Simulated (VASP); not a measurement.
Runs of VASP 6.6.1 on In2O3. The structure is that of space group R-3c (No. 167), or close to it. The cells are those of the table. 

```csv
level,cell,smearing,gap on the mesh (eV),pressure (GPa),largest force (eV/Å)
PBE,"a = 5.861 Å, angles 56.7°, 10 atoms",fermi-dirac 0.02 eV,1.02,1.7,0.09
r2SCAN,"a = 5.919 Å, angles 56.7°, 10 atoms",gaussian 0.01 eV,1.40,-8.5,0.02
r2SCAN,"a = 5.861 Å, angles 56.7°, 10 atoms",gaussian 0.01 eV,1.60,(b),0.02
PBE,"a = 5.803 Å, angles 56.7°, 10 atoms",fermi-dirac 0.02 eV,1.22,6.9,0.10
PBE,"a = 5.919 Å, angles 56.7°, 10 atoms",fermi-dirac 0.02 eV,(a),-2.7,0.09
```

Alike in all rows: task single point; potentials or basis VASP PAW PBE potentials, release 64 (In_d, O); no spin polarisation; k mesh 6 × 6 × 6; cutoff (eV) 520.

**Question.** Fill in the values left out.

**Answer.** (a) 0.83; (b) -4.1.

Caveats: spin-orbit coupling is left out, which moves the levels of the heavy elements; the cell stands under tension (at least some runs); the PAW data sets were made with another functional, which shifts forces and pressure a little (at least some runs); the cell stands under pressure (at least some runs).

A k mesh can miss the band edges, and the runs leave out spin-orbit coupling on In.
